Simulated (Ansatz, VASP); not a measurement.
## One calculation of Al2Ru, two programs

```
Al Ru
1.0
     0.00000    3.98782    4.38497
     2.35063    0.00000    4.38497
     2.35063    3.98782    0.00000
Al Ru
4 2
Direct
  0.07893 0.42107 0.07893
  0.42107 0.07893 0.42107
  0.17107 0.82893 0.17107
  0.82893 0.17107 0.82893
  0.75000 0.75000 0.75000
  0.50000 0.50000 0.50000
```

Alike in both runs: task single point; functional PBEsol; k mesh 10 × 10 × 10; occupations gaussian, width 0.01 eV; no spin polarisation.

|  | VASP | Ansatz |
| --- | --- | --- |
| version | VASP 6.6.1 | Ansatz 0.2.0 |
| potentials or method | VASP PAW PBE potentials, release 64 (Al, Ru_pv), cutoff 520 eV | scalar-relativistic, plane waves, PAW |
| valence electrons in the cell | 40 | 44 |

|  | VASP | Ansatz | Ansatz less VASP |
| --- | --- | --- | --- |
| gap on the k mesh at the Fermi level (eV) | 0.08 | 0.08 | 0.000 |
| least direct gap on the mesh (eV) | 1.23 | 1.23 | +0.001 |

VASP's potentials were made for PBE, not for PBEsol. VASP's potentials hold 40 valence electrons a cell and Ansatz's 44, so a difference there can come from the potentials and not from the codes.
